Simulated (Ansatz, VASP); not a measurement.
## Two plane-wave programs on InP

```xyz
2
Lattice="0.0000 2.9134 2.9134 2.9134 0.0000 2.9134 2.9134 2.9134 0.0000" Properties=species:S:1:pos:R:3 pbc="T T T"
In    0.0000    0.0000    0.0000
P     1.4567    1.4567    1.4567
```

Alike in both runs: functional LDA; k mesh 8 × 8 × 8; occupations gaussian, width 0.02 eV; no spin polarisation.

Ansatz relaxed the structure, and its values are those at the end. VASP's run is a single point on that final structure, the one shown.

|  | VASP | Ansatz |
| --- | --- | --- |
| version | VASP 6.6.1 | Ansatz 0.2.0 |
| potentials or method | VASP PAW LDA potentials, release 64 (In_d, P), cutoff 520 eV | plane-wave PAW, scalar-relativistic |
| valence electrons in the cell | 18 | 18 |

VASP gave:

| Quantity | Value |
| --- | --- |
| gap on the k mesh at the Fermi level (eV) | 0.61 |
| pressure (GPa) | 0.0 |

Problem. Which values does Ansatz return?

Solution. gap on the k mesh at the Fermi level (eV): 0.57; pressure (GPa): 0.0.

Ansatz warns that its potentials were made for another functional, while VASP's fit it. LDA's correlation is that of Perdew and Zunger in VASP and of Perdew and Wang (1992) in Ansatz.
